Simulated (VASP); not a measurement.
A run of VASP 6.6.1 is set up as follows.

The input INCAR:

```
PREC = Accurate ; ENCUT = 520
EDIFF = 1E-7 ; ISMEAR = -1
SIGMA = 0.01 ; LREAL = F
LASPH = T ; NELM = 60
ALGO = Normal ; ISIF = 2
LWAVE = F ; LCHARG = F
GGA = PE ; NBANDS = 28
```

File KPOINTS:

```
Automatic mesh
0
Gamma
  7 7 3
```

The input POSCAR:

```
PbS
1.0
    2.8522850000     -2.8130000000      0.0000000000
    2.8522850000      2.8130000000      0.0000000000
   -1.0476485000      0.0000000000     11.7092900000
Pb S
2 2
Direct
    0.7756000000      0.7756000000      0.6363800000
    0.2244000000      0.2244000000      0.3636200000
    0.2684000000      0.2684000000      0.5986000000
    0.7316000000      0.7316000000      0.4014000000
```

Potentials or basis: VASP PAW PBE potentials, release 64 (Pb_d, S).

The run is started by

```console
$ cat potpaw_PBE.64/Pb_d/POTCAR potpaw_PBE.64/S/POTCAR > POTCAR
$ mpirun -np 1 vasp_std > vasp.out
```

Question: Predict the band gap on the k mesh.

Answer: 0.95 eV, indirect (least direct gap 1.01 eV).

Question: What does it give for the largest force?

Answer: 0.127 eV/Å.

Forces in eV/Å, atoms in the order of the input:
```
Pb  -0.002  0.000 -0.055
Pb   0.002  0.000  0.055
S   -0.002  0.000 -0.127
S    0.002  0.000  0.127
```

Caveat: the cell differs from its parent crystal (equal xx and yy strain of -3 %); spin-orbit coupling is left out, which moves the levels of the heavy elements.
